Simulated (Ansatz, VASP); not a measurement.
# NbPdSe3: VASP beside Ansatz

```
Nb Pd Se
1.0
     5.61512    0.00000    0.00000
    -2.80756    4.86284    0.00000
     0.00000    0.00000    5.02763
Nb Pd Se
1 1 3
Direct
  0.00000 0.00000 0.00000
  0.00000 0.00000 0.50000
  0.50000 0.00000 0.50000
  0.00000 0.50000 0.50000
  0.50000 0.50000 0.50000
```

Alike in both runs: functional PBE; k mesh 6 × 6 × 4; occupations gaussian, width 0.1 eV; collinear spin.

Ansatz relaxed the structure, and its values are those at the end. VASP's run is a single point on that final structure, the one shown.

|  | VASP | Ansatz |
| --- | --- | --- |
| version | VASP 6.6.1 | Ansatz 0.2.0 |
| potentials or method | VASP PAW PBE potentials, release 64 (Nb_sv, Pd, Se), cutoff 520 eV | scalar-relativistic, plane waves, PAW |
| valence electrons in the cell | 41 | 79 |

|  | VASP | Ansatz | Ansatz less VASP |
| --- | --- | --- | --- |
| gap on the k mesh at the Fermi level (eV) | none | none | - |
| pressure (GPa) | 0.0 | 0.0 | +0.01 |
| net moment per atom (μB) | 0.60 | 0.60 | -0.001 |
| size of the moment on the site where the two differ most (μB) | 2.19 | 1.84 | -0.352 |

Site moments also hang on the region over which each program counts them. A gap of «none» marks a metal or a gap that the smearing closes. VASP's potentials hold 41 valence electrons a cell and Ansatz's 79, so a difference there can come from the potentials and not from the codes.
